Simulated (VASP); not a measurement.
# TiO2 in VASP: a series of runs

TiO2 is run at these levels: PBEsol, r2SCAN; tasks: single point.

All numbers are computed with VASP 6.6.1; they aren't measurements. Logs are shortened: lines on timing, memory, paths and dates and some standing lists are left out, and cuts for length are marked.

**1. The cell of the first run**

The typed cell holds 6 atoms: a = 4.600 Å, b = 4.600 Å, c = 2.959 Å, α = 90.00°, β = 90.00°, γ = 90.00°.

**2. Single point, PBEsol (atoms moved at random)**

INCAR

```
SYSTEM = TiO2
ALGO = Normal
EDIFF = 1E-7
ENCUT = 520
GGA = PS
ISIF = 2
ISMEAR = -1
LASPH = .TRUE.
LCHARG = .FALSE.
LREAL = .FALSE.
LWAVE = .FALSE.
NBANDS = 33
NELM = 60
PREC = Accurate
SIGMA = 0.05
```

KPOINTS

```
k-points
0
G
  6 6 9
  0 0 0
```

POSCAR

```
TiO2
1.0
    4.5998373239      0.0000000000      0.0000000000
    0.0000000000      4.5998373239      0.0000000000
    0.0000000000      0.0000000000      2.9592135600
Ti O
2 4
Direct
   -0.0071520000      0.0075740000      0.4974220000
    0.4918730000      0.5106150000     -0.0034650000
    0.3065360000      0.3035420000      0.4963890000
    0.1892690000      0.8078500000      0.0048570000
    0.7955150000      0.1941590000      0.0070300000
    0.6990960000      0.7056660000      0.5098970000
```

Potentials or basis: VASP PAW PBE potentials, release 64 (Ti_sv, O).

Command:

```bash
> cat potpaw_PBE.64/Ti_sv/POTCAR potpaw_PBE.64/O/POTCAR > POTCAR
> mpirun -np 1 vasp_std > vasp.out
```

OUTCAR:

```text
SYSTEM = TiO2
   EDIFF = 1E-7
   ENCUT = 520
   GGA = PS
   ISIF = 2
   ISMEAR = -1
   LASPH = .TRUE.
   LREAL = .FALSE.
   NELM = 60
   PREC = Accurate

 ion  position               nearest neighbor table
   1  0.993  0.008  0.497-   5 1.91   6 1.94   4 1.95   5 1.96   4 1.98   3 1.98
   2  0.492  0.511  0.997-   6 1.95   4 1.95   3 1.95   3 1.96   6 2.01   5 2.02
   3  0.307  0.304  0.496-   2 1.95   2 1.96   1 1.98
   4  0.189  0.808  0.005-   1 1.95   2 1.95   1 1.98
   5  0.796  0.194  0.007-   1 1.91   1 1.96   2 2.02
   6  0.699  0.706  0.510-   1 1.94   2 1.95   2 2.01

  LATTYP: Found a simple tetragonal cell.
 ALAT       =     4.5998373239
 C/A-ratio  =     0.6433300466

  Lattice vectors:

 A1 = (   4.5998373239,   0.0000000000,   0.0000000000)
 A2 = (   0.0000000000,   4.5998373239,   0.0000000000)
 A3 = (   0.0000000000,   0.0000000000,   2.9592135600)

Analysis of symmetry for initial positions (statically):
=====================================================================
 Subroutine PRICEL returns:
 Original cell was already a primitive cell.

 Routine SETGRP: Setting up the symmetry group for a
 simple tetragonal supercell.

 Subroutine GETGRP returns: Found  1 space group operations
 (whereof  1 operations were pure point group operations)
 out of a pool of 16 trial point group operations.

The static configuration has the point symmetry C_1 .

Analysis of symmetry for dynamics (positions and initial velocities):
=====================================================================
 Subroutine PRICEL returns:
 Original cell was already a primitive cell.

 Routine SETGRP: Setting up the symmetry group for a
 simple tetragonal supercell.

 Subroutine GETGRP returns: Found  1 space group operations
 (whereof  1 operations were pure point group operations)
 out of a pool of 16 trial point group operations.

The dynamic configuration has the point symmetry C_1 .

 Subroutine INISYM returns: Found  1 space group operations
 (whereof  1 operations are pure point group operations),
 and found     1 'primitive' translations

----------------------------------------------------------------------------------------

                                     Primitive cell

  volume of cell :      62.6125

  direct lattice vectors                    reciprocal lattice vectors
     4.599837324  0.000000000  0.000000000     0.217398993  0.000000000  0.000000000
     0.000000000  4.599837324  0.000000000     0.000000000  0.217398993  0.000000000
     0.000000000  0.000000000  2.959213560     0.000000000  0.000000000  0.337927622

  length of vectors
     4.599837324  4.599837324  2.959213560     0.217398993  0.217398993  0.337927622

  position of ions in fractional coordinates (direct lattice)
     0.992848000  0.007574000  0.497422000
     0.491873000  0.510615000  0.996535000
     0.306536000  0.303542000  0.496389000
     0.189269000  0.807850000  0.004857000
     0.795515000  0.194159000  0.007030000
     0.699096000  0.705666000  0.509897000

  ion indices of the primitive-cell ions
   primitive index   ion index
                 1           1
                 2           2
                 3           3
                 4           4
                 5           5
                 6           6

----------------------------------------------------------------------------------------

 KPOINTS: k-points

Automatic generation of k-mesh.
 Grid dimensions read from file:
 generate k-points for:    6    6    9

 Generating k-lattice:

  Cartesian coordinates                     Fractional coordinates (reciprocal lattice)
     0.036233165  0.000000000  0.000000000     0.166666667  0.000000000  0.000000000
     0.000000000  0.036233165  0.000000000     0.000000000  0.166666667  0.000000000
     0.000000000  0.000000000  0.037547514     0.000000000  0.000000000  0.111111111

  Length of vectors
     0.036233165  0.036233165  0.037547514

  Shift w.r.t. Gamma in fractional coordinates (k-lattice)
     0.000000000  0.000000000  0.000000000

 Subroutine IBZKPT returns following result:
 ===========================================

 Found    164 irreducible k-points:

 Following reciprocal coordinates:
            Coordinates               Weight
  0.000000  0.000000  0.000000      1.000000
  0.166667  0.000000  0.000000      2.000000
  0.000000  0.166667  0.000000      2.000000
  0.333333  0.000000  0.000000      2.000000
  0.000000  0.333333  0.000000      2.000000
  0.500000  0.000000  0.000000      1.000000
[... 16 lines left out ...]
  0.000000  0.166667  0.111111      2.000000
 -0.166667  0.000000  0.111111      2.000000
 [... further k-points ...]
   k-points           NKPTS =    164   k-points in BZ     NKDIM =    164   number of bands    NBANDS=     33
   number of dos      NEDOS =    301   number of ions     NIONS =      6
   total plane-waves  NPLWV =  31104
   dimension x,y,z NGX =    36 NGY =   36 NGZ =   24
   dimension x,y,z NGXF=    72 NGYF=   72 NGZF=   48
   ions per type =               2   4
   NGX,Y,Z   is equivalent  to a cutoff of  13.01, 13.01, 13.48 a.u.
   NGXF,Y,Z  is equivalent  to a cutoff of  26.02, 26.02, 26.97 a.u.
 SYSTEM =  TiO2
   PREC   = accura    normal or accurate (medium, high low for compatibility)
   ISTART =      0    job   : 0-new  1-cont  2-samecut
   ICHARG =      2    charge: 1-file 2-atom 10-const
   ISPIN  =      1    spin polarized calculation?
   LNONCOLLINEAR =      F non collinear calculations
   LSORBIT =      F    spin-orbit coupling
   LASPH  =      T    aspherical Exc in radial PAW
   ENCUT  =  520.0 eV  38.22 Ry    6.18 a.u.   8.55  8.55  5.50*2*pi/ulx,y,z
   NELM   =     60;   NELMIN=  2; NELMDL= -5     # of ELM steps
   EDIFF  = 0.1E-06   stopping-criterion for ELM
   LREAL  =      F    real-space projection
   EDIFFG = 0.1E-05   stopping-criterion for IOM
   NSW    =      0    number of steps for IOM
   IBRION =     -1    ionic relax: 0-MD 1-quasi-New 2-CG
   NFREE  =      0    steps in history (QN), initial steepest desc. (CG)
   ISIF   =      2    stress and relaxation
   ISYM   =      2    0-nonsym 1-usesym 2-fastsym
   POTIM  = 0.5000    time-step for ionic-motion
   TEBEG  =    0.0;   TEEND  =   0.0 temperature during run
   PSTRESS=    0.0 pullay stress
   NELECT =      48.0000    total number of electrons
   NUPDOWN=      -1.0000    fix difference up-down
   EMIN   =  10.00;   EMAX   =-10.00  energy-range for DOS
   EFERMI =   0.00;   METHOD = LEGACY
   ISMEAR =    -1;   SIGMA  =   0.05  broadening in eV -4-tet -1-fermi 0-gaus
   EFERMI_NEDOS =   21; number of points for ismear=-14 and -15
   IALGO  =     38    algorithm
   IMIX   =      4    mixing-type and parameters
     AMIX     =   0.40;   BMIX     =  1.00
     AMIX_MAG =   1.60;   BMIX_MAG =  1.00
  volume/ion in A,a.u.               =      10.44        70.42
  Fermi-wavevector in a.u.,A,eV,Ry     =   1.498309  2.831394 30.544140  2.244931
  Thomas-Fermi vector in A             =   2.610085
   LORBIT       =      0    0 simple, 1 ext, 2 COOP (PROOUT), +10 PAW based schemes
   GGA     = PS    functional components
   LHFCALC =     F    Hartree Fock is set to
   AEXX    =    0.0000 exact exchange contribution
   IVDW    =     0    specifies the selected vdW correction
   LEPSILON=     F    determine dielectric tensor
   LRPA    =     F    only Hartree local field effects (RPA)
 non-spin polarized calculation
  energy-cutoff  :      520.00
  volume of cell :       62.61
 maximum number of plane-waves:      1720
 NGX is ok and might be reduce to    36
   NGX = 17   NGY = 17   NGZ = 11

 number of electron      48.0000000 magnetization

 Free energy of the ion-electron system (eV)
  ---------------------------------------------------
  ext. energy  EPLUGINS =         0.00000000
  ---------------------------------------------------
  free energy    TOTEN  =       -56.05951345 eV

  energy without entropy =      -56.05951345  energy(sigma->0) =      -56.05951345

 E-fermi :   5.5844     XC(G=0): -11.6896

 val. band max:        4.7368340506   @ k =   0.0000   0.0000   0.0000
 cond. band min:       6.4690679333   @ k =   0.5000   0.5000   0.0000
 fundamental gap:      1.7322338827
 Fermi energy:         5.5843837812

 k-point     1 :       0.0000    0.0000    0.0000
  band No.  band energies     occupation
      1     -52.0230      2.00000
      2     -51.8962      2.00000
      3     -28.4158      2.00000
      4     -28.3878      2.00000
      5     -28.2284      2.00000
      6     -28.2193      2.00000
[... 25 lines left out ...]
     32      11.1124      0.00000
     33      11.3682      0.00000

 k-point     2 :       0.1667    0.0000    0.0000
  band No.  band energies     occupation
      1     -52.0228      2.00000
      2     -51.8964      2.00000
      3     -28.4088      2.00000
      4     -28.3786      2.00000
      5     -28.2297      2.00000
      6     -28.2276      2.00000
[... 25 lines left out ...]
     32      11.0209      0.00000
     33      11.2862      0.00000

 k-point     3 :       0.0000    0.1667    0.0000
  band No.  band energies     occupation
      1     -52.0228      2.00000
      2     -51.8964      2.00000
      3     -28.4087      2.00000
      4     -28.3787      2.00000
      5     -28.2297      2.00000
      6     -28.2277      2.00000
[... 25 lines left out ...]
     32      11.0190      0.00000
     33      11.2885      0.00000

 k-point     4 :       0.3333    0.0000    0.0000
  band No.  band energies     occupation
      1     -52.0225      2.00000
      2     -51.8966      2.00000
      3     -28.3926      2.00000
      4     -28.3548      2.00000
      5     -28.2555      2.00000
      6     -28.2271      2.00000
[... 25 lines left out ...]
     32      10.8216      0.00000
     33      11.1126      0.00000

 k-point     5 :       0.0000    0.3333    0.0000
  band No.  band energies     occupation
      1     -52.0225      2.00000
      2     -51.8967      2.00000
      3     -28.3925      2.00000
      4     -28.3550      2.00000
      5     -28.2556      2.00000
      6     -28.2271      2.00000
[... 604 lines left out ...]
 k-point    22 :       0.1667    0.0000    0.1111
  band No.  band energies     occupation
      1     -52.0180      2.00000
      2     -51.8916      2.00000
      3     -28.3961      2.00000
      4     -28.3690      2.00000
      5     -28.2814      2.00000
      6     -28.2239      2.00000
[... 25 lines left out ...]
     32      10.8047      0.00000
     33      11.0629      0.00000

 k-point    23 :       0.0000    0.1667    0.1111
  band No.  band energies     occupation
      1     -52.0180      2.00000
      2     -51.8916      2.00000
      3     -28.3960      2.00000
      4     -28.3693      2.00000
      5     -28.2815      2.00000
      6     -28.2234      2.00000
[... 25 lines left out ...]
     32      10.8023      0.00000
     33      11.0619      0.00000

 k-point    24 :      -0.1667    0.0000    0.1111
  band No.  band energies     occupation
      1     -52.0180      2.00000
      2     -51.8916      2.00000
      3     -28.3949      2.00000
      4     -28.3692      2.00000
      5     -28.2825      2.00000
      6     -28.2233      2.00000
[... 25 lines left out ...]
     32      10.8173      0.00000
     33      11.0600      0.00000

 [... further k-points ...]
[... 5 lines left out ...]
  --------------------------------------------------------------------------------------
  -------------------------------------------------------------------------------------
  Total       -0.6251060     -0.6834975     -1.3260880      0.0630880     -0.2149857     -0.1155412
  in kB      -15.9956898    -17.4898558    -33.9329534      1.6143437     -5.5012178     -2.9565564
  external PRESSURE =     -22.4728330 kB  Pullay stress =       0.0000000 kB

 VOLUME and BASIS-vectors are now :
 -----------------------------------------------------------------------------
  energy-cutoff  :      520.00
  volume of cell :       62.61
      direct lattice vectors                 reciprocal lattice vectors
     4.599837324  0.000000000  0.000000000     0.217398993  0.000000000  0.000000000
     0.000000000  4.599837324  0.000000000     0.000000000  0.217398993  0.000000000
     0.000000000  0.000000000  2.959213560     0.000000000  0.000000000  0.337927622

 POSITION                                       TOTAL-FORCE (eV/Angst)
 -----------------------------------------------------------------------------------
      4.56694      0.03484      1.47198        -0.037734      0.092430      0.010719
      2.26254      2.34875      2.94896         0.048942     -0.090209     -0.031297
      1.41002      1.39624      1.46892         0.094023      0.475169      0.250297
      0.87061      3.71598      0.01437         0.313883     -0.190348      0.000351
      3.65924      0.89310      0.02080         0.170385      0.335763     -0.084822
      3.21573      3.24595      1.50889        -0.589499     -0.622805     -0.145249
 -----------------------------------------------------------------------------------
    total drift:                               -0.000450      0.000363     -0.000140

  FREE ENERGIE OF THE ION-ELECTRON SYSTEM (eV)
  ---------------------------------------------------
  free  energy   TOTEN  =       -56.0595134502 eV

  energy  without entropy=      -56.0595134490  energy(sigma->0) =      -56.05951345
```

Run time: 9 min. Hardware: 1 thread of AMD EPYC 7R43 (Zen 3), shared host; peak memory 0.33 GiB.

What came out:

```yaml
Free_energy: -56.0595 eV
Pressure: -2.2 GPa
Largest_force: 0.870 eV/Å
Band_gap_on_the_k_mesh: 1.73 eV, indirect (least direct gap 1.76 eV)
```

Forces in eV/Å, atoms in the order of the input:
```
Ti  -0.038  0.092  0.011
Ti   0.049 -0.090 -0.031
O    0.094  0.475  0.250
O    0.314 -0.190  0.000
O    0.170  0.336 -0.085
O   -0.589 -0.623 -0.145
```

Levels at points of the mesh, in eV from the valence-band top:
```csv
k point,band 20,band 21,band 22,band 23,band 24,band 25,band 26,band 27,band 28,band 29
"(0.00, 0.00, 0.00)",-2.04,-0.75,-0.52,-0.50,0.00,1.76,2.04,2.33,2.42,2.47
"(0.50, 0.00, 0.00)",-3.04,-1.81,-1.59,-0.82,-0.71,2.33,2.49,2.89,3.11,3.41
"(0.00, 0.50, 0.00)",-3.07,-1.73,-1.67,-0.78,-0.74,2.32,2.49,2.93,3.07,3.41
"(0.50, 0.50, 0.00)",-2.18,-1.38,-1.33,-1.16,-1.12,1.73,1.89,2.43,2.49,3.70
```

Caveat: the cell differs from its parent crystal (atoms moved at random); the PAW data sets were made with another functional, which shifts forces and pressure a little. A k mesh can miss the band edges.

**3. Single point, r2SCAN**

This run uses another cell than the first one, of 10.40 Å³/atom, 0.997 times its volume.

POSCAR

```
TiO2
1.0
    4.5964793884      0.0000000000      0.0000000000
    0.0000000000      4.5964793884      0.0000000000
    0.0000000000      0.0000000000      2.9540405477
Ti O
2 4
Direct
    0.0000000000      0.0000000000      0.5000000000
    0.5000000000      0.5000000000      0.0000000000
    0.3046397014      0.3046397014      0.5000000000
    0.1953602986      0.8046397014      0.0000000000
    0.8046397014      0.1953602986      0.0000000000
    0.6953602986      0.6953602986      0.5000000000
```

INCAR.step1

```
ALGO = Normal ; EDIFF = 1E-4
ENCUT = 520 ; GGA = PE
ISMEAR = -1 ; LASPH = T
LCHARG = F ; LREAL = F
LWAVE = T ; NBANDS = 33
NELM = 60 ; PREC = Accurate
SIGMA = 0.05
```

INCAR.step2

```
ALGO = Normal ; EDIFF = 1E-6
ENCUT = 520 ; ISIF = 2
ISMEAR = -1 ; ISTART = 1
LASPH = T ; LCHARG = F
LMIXTAU = T ; LREAL = F
LWAVE = F ; METAGGA = R2SCAN
NBANDS = 33 ; NELM = 60
PREC = Accurate ; SIGMA = 0.05
```

KPOINTS

```
k-points
0
Gamma
  6 6 9
```

Potentials or basis: VASP PAW PBE potentials, release 64 (Ti_sv, O).

Command:

```bash
> cat potpaw_PBE.64/Ti_sv/POTCAR potpaw_PBE.64/O/POTCAR > POTCAR
> cp INCAR.step1 INCAR
> mpirun -np 1 vasp_std > vasp.out
> cp INCAR.step2 INCAR
> mpirun -np 1 vasp_std > vasp.out
```

Run time: 5.7 min. Hardware: 1 thread of AMD EPYC 7R43 (Zen 3), shared host; peak memory 0.19 GiB.

It converged, with:

* Free energy: -69.7943 eV
* Pressure: 1.3 GPa
* Largest force: 0.037 eV/Å
* Band gap on the k mesh: 2.23 eV, direct

Forces on the atoms (eV/Å):
```
Ti   0.000  0.000  0.000
Ti   0.000  0.000  0.000
O   -0.026 -0.026  0.000
O    0.026 -0.026  0.000
O   -0.026  0.026  0.000
O    0.026  0.026  0.000
```

Stress tensor (GPa, compression positive):
```
1.06 0.00 0.00
0.00 1.06 0.00
0.00 0.00 1.71
```

Levels at points of the mesh, in eV from the valence-band top:
| k point | band 22 | band 23 | band 24 | band 25 | band 26 | band 27 |
| --- | --- | --- | --- | --- | --- | --- |
| (0.00, 0.00, 0.00) | -0.49 | -0.49 | 0.00 | 2.23 | 2.55 | 2.79 |
| (0.50, 0.00, 0.00) | -1.70 | -0.77 | -0.77 | 2.92 | 2.92 | 3.41 |
| (0.50, 0.50, 0.00) | -1.38 | -1.13 | -1.13 | 2.27 | 2.27 | 2.90 |

Caveat: the PAW data sets were made with another functional, which shifts forces and pressure a little.
